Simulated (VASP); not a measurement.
Write the native input for VASP 6.6.1 that does the following.

| Property | Result |
| --- | --- |
| Task | single point |
| Functional | PBE |
| Potentials or basis | VASP PAW PBE potentials, release 64 (Mg, O) |
| Cutoff | 520 eV |
| k mesh | 9 × 9 × 1 |
| Occupations | gaussian, width 0.05 eV |
| Spin | no spin polarisation |
| Dipole correction | yes |
| Further INCAR settings | ALGO = Normal; EDIFF = 1e-07; NBANDS = 36 |

The structure of MgO lies in POSCAR:

```
MgO
1.0
    3.0079232189      0.0000000000      0.0000000000
    0.0000000000      3.0079232189      0.0000000000
    0.0000000000      0.0000000000     25.6346145270
Mg O
6 6
Direct
    0.5000000000      0.5000000000      0.2925731531
    0.0000000000      0.0000000000      0.3755438918
    0.5000000000      0.5000000000      0.4585146306
    0.0000000000      0.0000000000      0.5414853694
    0.5000000000      0.5000000000      0.6244561082
    0.0000000000      0.0000000000      0.7074268469
    0.0000000000      0.0000000000      0.2925731531
    0.5000000000      0.5000000000      0.3755438918
    0.0000000000      0.0000000000      0.4585146306
    0.5000000000      0.5000000000      0.5414853694
    0.0000000000      0.0000000000      0.6244561082
    0.5000000000      0.5000000000      0.7074268469
```

The input as run:

INCAR

```
SYSTEM = MgO
PREC = Accurate
ENCUT = 520
EDIFF = 1E-7
ISMEAR = 0
SIGMA = 0.05
LREAL = .False.
LASPH = .True.
NELM = 100
ALGO = Normal
ISIF = 2
LWAVE = .False.
LCHARG = .True.
LDIPOL = .True.
IDIPOL = 3
DIPOL = 0.5 0.5 0.500
GGA = PE
LELF = .True.
LVHAR = .True.
LVACPOTAV = .True.
NBANDS = 36
```

KPOINTS

```
Automatic mesh
0
Gamma
  9 9 1
  0 0 0
```

Potentials or basis: VASP PAW PBE potentials, release 64 (Mg, O).

Run with:

```sh
$ cat potpaw_PBE.64/Mg/POTCAR potpaw_PBE.64/O/POTCAR > POTCAR
$ mpirun -np 1 vasp_std > vasp.out
```

It gave:

- Largest force: 0.470 eV/Å
- Band gap on the k mesh: 3.27 eV

Run time: 2 min on 1 thread of Intel(R) Xeon(R) 6975P-C (Granite Rapids), with other jobs on the host, peak memory 0.36 GiB.
